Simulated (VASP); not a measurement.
Set up this calculation in VASP 6.6.1, as the native input.

| Item | Value |
| --- | --- |
| Task | single point |
| Functional | LDA |
| Potentials or basis | VASP PAW LDA potentials, release 64 (Ag) |
| Cutoff | 520 eV |
| k mesh | 18 × 18 × 18 |
| Occupations | gaussian, width 0.1 eV |
| Spin | no spin polarisation |
| Dipole correction | no |
| Further INCAR settings | ALGO = Fast; EDIFF = 1e-06; NBANDS = 12 |

The structure of Ag lies in POSCAR:

```
Ag
1.0
    0.0000000000      2.0010172020      2.0010172020
    2.0010172020      0.0000000000      2.0010172020
    2.0010172020      2.0010172020      0.0000000000
Ag
1
Direct
    0.0000000000      0.0000000000      0.0000000000
```

The input as run:

INCAR

```
SYSTEM = Ag
ALGO = Fast
EDIFF = 1E-6
ENCUT = 520
ISIF = 2
ISMEAR = 0
LASPH = .True.
LCHARG = .False.
LREAL = .False.
LWAVE = .False.
NBANDS = 12
NELM = 60
PREC = Accurate
SIGMA = 0.1
```

KPOINTS

```
k-points
0
Gamma
  18 18 18
  0 0 0
```

Potentials or basis: VASP PAW LDA potentials, release 64 (Ag).

Command:

```sh
$ cat potpaw_LDA.64/Ag/POTCAR > POTCAR
$ mpirun -np 1 vasp_std > vasp.out
```

Results of the run:

```json
{
 "Pressure": "0.1 GPa"
}
```

Wall time 27 s on 1 thread of Intel(R) Xeon(R) Platinum 8259CL CPU @ 2.50GHz (Skylake/Cascade Lake) (shared host), peak memory 0.15 GiB.
